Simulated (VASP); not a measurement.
Hg, 1 atom in the cell. The typed cell holds 1 atom: a = 3.252 Å, b = 3.334 Å, c = 3.331 Å, α = 59.14°, β = 58.47°, γ = 58.92°. 

* Program: VASP 6.6.1
* Task: single point
* Functional: PBE
* Dispersion: D3(BJ)
* Potentials or basis: VASP PAW PBE potentials, release 64 (Hg)
* Cutoff: 520 eV
* k mesh: 12 × 12 × 12
* Occupations: gaussian, width 0.15 eV
* Spin: no spin polarisation
* Dipole correction: no
* Further INCAR settings: ALGO = Fast; EDIFF = 1e-07; NBANDS = 12

Potentials or basis: VASP PAW PBE potentials, release 64 (Hg).

Command:

```console
$ cat potpaw_PBE.64/Hg/POTCAR > POTCAR
$ mpirun -np 1 vasp_std > vasp.out
```

Hardware: 1 thread of AMD EPYC 7R13 Processor (Zen 3), on a shared host.

**Question.** Estimate the wall time of this run.

**Answer.** Run time: 3.5 min on 1 thread of AMD EPYC 7R13 Processor (Zen 3), on a shared host, peak memory 0.33 GiB. Counts: scf iterations 12, k points 868.
